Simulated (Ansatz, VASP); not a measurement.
Eu in VASP and in Ansatz

```
Eu
1.0
    -2.37734    2.37734    2.37734
     2.37734   -2.37734    2.37734
     2.37734    2.37734   -2.37734
Eu
1
Direct
  0.00000 0.00000 0.00000
```

Change from the starting cell: volume scaled by 1.1, PAW files.

Alike in both runs: task single point; functional PBE; k mesh 10 × 10 × 10; occupations fermi-dirac, width 0.05 eV; collinear spin.

|  | VASP | Ansatz |
| --- | --- | --- |
| version | VASP 6.6.1 | Ansatz 0.2.0 |
| potentials or method | VASP PAW PBE potentials, release 64 (Eu) | PAW with Ansatz's default frozen-core files, scalar-relativistic |
| plane-wave cutoff (eV) | 520 | 420 |
| valence electrons in the cell | 17 | 17 |

```csv
,VASP,Ansatz,Ansatz less VASP
pressure (GPa),-2.5,-2.3,+0.20
net moment per atom (μB),7.40,7.41,+0.005
size of the moment on the site where the two differ most (μB),6.72,7.13,+0.414
```

Site moments also hang on the region over which each program counts them.

Spin-orbit coupling is off throughout.
